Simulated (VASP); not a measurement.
**Ir: relaxation of cell and atoms with LDA**

The system is Ir.

```
CELL_PARAMETERS angstrom
2.49000 0.00000 0.00000
0.00000 2.49000 0.00000
0.00000 0.00000 2.49000
ATOMIC_POSITIONS crystal
Ir 0.00000 0.00000 0.00000
```

- Program: VASP 6.6.1
- Task: relaxation of cell and atoms
- Functional: LDA
- Potentials or basis: VASP PAW LDA potentials, release 64 (Ir)
- Cutoff: 600 eV
- k mesh: 9 × 9 × 9
- Occupations: methfessel-paxton, width 0.1 eV
- Spin: no spin polarisation
- Target pressure: 30 GPa
- Dipole correction: no
- Further INCAR settings: ALGO = Normal; EDIFF = 1e-06; IBRION = 2; EDIFFG = -0.01; NSW = 80; ISIF = 3

```json
{
  "Relaxed volume": "14.92 Å³/atom",
  "Relaxed cell": "a = 2.462 Å, b = 2.462 Å, c = 2.462 Å, α = 90.00°, β = 90.00°, γ = 90.00°",
  "Space group after relaxing (to 0.05 Å)": "Pm-3m (No. 221)",
  "Energy change on relaxing (the enthalpy is what falls)": "+74.5 meV/atom",
  "Ionic steps": "5",
  "Pressure after relaxing": "30.1 GPa"
}
```

Step by step:
```csv
step,energy change (eV),largest force (eV/Å),pressure (GPa),volume (Å³)
1,0.0000,0.0000,16.72,15.44
2,1.0322,0.0000,122.89,12.75
3,0.0667,0.0000,28.88,14.97
4,0.0726,0.0000,29.78,14.93
5,0.0745,0.0000,30.08,14.92
```

Final structure:
```yaml
crystal:
  lattice:
    - [2.46203, 0.00000, 0.00000]
    - [0.00000, 2.46203, 0.00000]
    - [0.00000, 0.00000, 2.46203]
  atoms:
    - { symbol: Ir, position: [0.00000, 0.00000, 0.00000] }
```

Levels at points of the mesh, in eV from the Fermi level:
```tsv
k point	band 1	band 2	band 3	band 4	band 5	band 6	band 7	band 8
(0.00, 0.00, 0.00)	-10.33	-7.17	-7.17	1.61	1.61	1.61	16.37	16.37
```

Wall time 8.1 s on 1 thread of Intel(R) Xeon(R) Platinum 8488C (Sapphire Rapids), on a shared host, peak memory 0.13 GiB.

Caveat: the cell is relaxed towards a set pressure, so the enthalpy falls and the energy may rise; spin-orbit coupling is left out, which moves the levels of the heavy elements.
